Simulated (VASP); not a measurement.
Set up this calculation in VASP 6.6.1, as the native input.

- Task: single point
- Functional: PBE
- Potentials or basis: VASP PAW PBE potentials, release 64 (Ta_pv, F)
- Cutoff: 600 eV
- k mesh: 9 × 9 × 5
- Occupations: gaussian, width 0.2 eV
- Spin: no spin polarisation
- Dipole correction: no
- Further INCAR settings: ALGO = Normal; EDIFF = 1e-06; NBANDS = 16

The structure of TaF lies in POSCAR:

```
TaF
1.0
    2.7901252425      0.0000000000      0.0000000000
   -1.3950626212      2.4163193397      0.0000000000
    0.0000000000      0.0000000000      4.1505880912
Ta F
1 1
Direct
    0.0000000000      0.0000000000      0.5000000000
    0.6666666667      0.3333333333      0.0000000000
```

The cell was generated, and may not be a known phase.

The input as run:

INCAR

```
SYSTEM = TaF
PREC     = Accurate       ! precision mode
ENCUT    = 600            ! plane-wave cutoff, eV
EDIFF    = 1E-6           ! SCF threshold, eV
ISMEAR   = 0              ! smearing method
SIGMA    = 0.2            ! smearing width, eV
LREAL    = .FALSE.        ! projectors in reciprocal space
LASPH    = .TRUE.         ! aspherical terms in the spheres
NELM     = 120            ! most SCF steps
ALGO     = Normal         ! electronic algorithm
ISIF     = 2              ! what is computed and relaxed
LWAVE    = .FALSE.        ! write WAVECAR
LCHARG   = .TRUE.         ! write CHGCAR
GGA      = PE             ! functional
LELF     = .TRUE.         ! ELF
LVHAR    = .TRUE.       
NBANDS   = 16             ! bands
GGA_COMPAT= .FALSE.
```

KPOINTS

```
Automatic mesh
0
G
  9 9 5
  0 0 0
```

Potentials or basis: VASP PAW PBE potentials, release 64 (Ta_pv, F).

Command:

```sh
$ cat potpaw_PBE.64/Ta_pv/POTCAR potpaw_PBE.64/F/POTCAR > POTCAR
$ mpirun -np 1 vasp_std > vasp.out
```

It gave:

```
Pressure               : 0.1 GPa
Band gap on the k mesh : zero (bands 9 and 10 overlap by 0.80 eV)
```

Caveat: spin-orbit coupling is left out, which moves the levels of the heavy elements.

It took 13 s on 1 thread of Intel(R) Xeon(R) Platinum 8375C CPU @ 2.90GHz (Ice Lake), on a shared host, peak memory 0.16 GiB.
